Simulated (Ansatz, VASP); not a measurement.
ZrO2 in VASP and in Ansatz

```
Zr O
1.0
     0.00000    2.58323    2.58323
     2.58323    0.00000    2.58323
     2.58323    2.58323    0.00000
Zr O
1 2
Direct
  0.00000 0.00000 0.00000
  0.25000 0.25000 0.25000
  0.75000 0.75000 0.75000
```

Alike in both runs: task single point; functional PBE; k mesh 8 × 8 × 8; occupations gaussian, width 0.02 eV; no spin polarisation.

|  | VASP | Ansatz |
| --- | --- | --- |
| version | VASP 6.6.1 | Ansatz 0.2.0 |
| potentials or method | VASP PAW PBE potentials, release 64 (Zr_sv, O), cutoff 600 eV | scalar-relativistic, plane waves, PAW |
| valence electrons in the cell | 24 | 24 |

```tsv
	VASP	Ansatz	Ansatz less VASP
gap on the k mesh at the Fermi level (eV)	3.23	3.24	+0.007
least direct gap on the mesh (eV)	3.64	3.64	+0.006
pressure (GPa)	-6.5	-6.6	-0.06
```

With one functional, cell and mesh, what is left measures potentials, basis and numerics.
